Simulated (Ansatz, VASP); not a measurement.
**Two plane-wave programs on AgI**

```
Ag I
1.0
     4.64949    0.00000    0.00000
    -2.32474    4.02657    0.00000
     0.00000    0.00000    7.59854
Ag I
2 2
Direct
  0.66667 0.33333 0.62752
  0.33333 0.66667 0.12752
  0.66667 0.33333 0.00248
  0.33333 0.66667 0.50248
```

Alike in both runs: functional r2SCAN; k mesh 10 × 10 × 6; occupations fermi-dirac, width 0.1 eV; no spin polarisation.

Ansatz relaxed the structure, and its values are those at the end. VASP's run is a single point on that final structure, the one shown.

```csv
,VASP,Ansatz
version,VASP 6.6.1,Ansatz 0.2.0
potentials or method,"VASP PAW PBE potentials, release 64 (Ag, I)","PAW with Ansatz's default frozen-core files, scalar-relativistic"
plane-wave cutoff (eV),550,500
valence electrons in the cell,36,72
```

```csv
,VASP,Ansatz,Ansatz less VASP
pressure (GPa),-0.1,0.0,+0.11
```

VASP's potentials were made for PBE, not for r2SCAN. VASP's potentials hold 36 valence electrons a cell and Ansatz's 72, so a difference there can come from the potentials and not from the codes.

Spin-orbit coupling is off throughout.
